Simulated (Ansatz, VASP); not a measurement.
BaS: VASP beside Ansatz

```
CELL_PARAMETERS angstrom
0.00000 3.41383 3.69258
3.41383 0.00000 3.69258
3.41383 3.41383 0.00000
ATOMIC_POSITIONS crystal
Ba 0.00000 0.00000 0.00000
S 0.25000 0.25000 0.25000
```

Change from the starting cell: epitaxial_xy strain -3.0%.

Alike in both runs: task single point; functional PBE; k mesh 6 × 6 × 6; occupations fermi-dirac, width 0.02 eV; no spin polarisation.

|  | VASP | Ansatz |
| --- | --- | --- |
| version | VASP 6.6.1 | Ansatz 0.2.0 |
| potentials or method | VASP PAW PBE potentials, release 64 (Ba_sv, S) | plane waves, PAW |
| plane-wave cutoff (eV) | 520 | 420 |
| valence electrons in the cell | 16 | 16 |

|  | VASP | Ansatz | Ansatz less VASP |
| --- | --- | --- | --- |
| gap on the k mesh at the Fermi level (eV) | 2.73 | 2.72 | -0.012 |
| pressure (GPa) | 0.6 | 0.2 | -0.43 |
| traceless stress, the component that is largest in VASP (GPa) | -0.27 | -0.30 | -0.031 |

Spin-orbit coupling is off throughout.
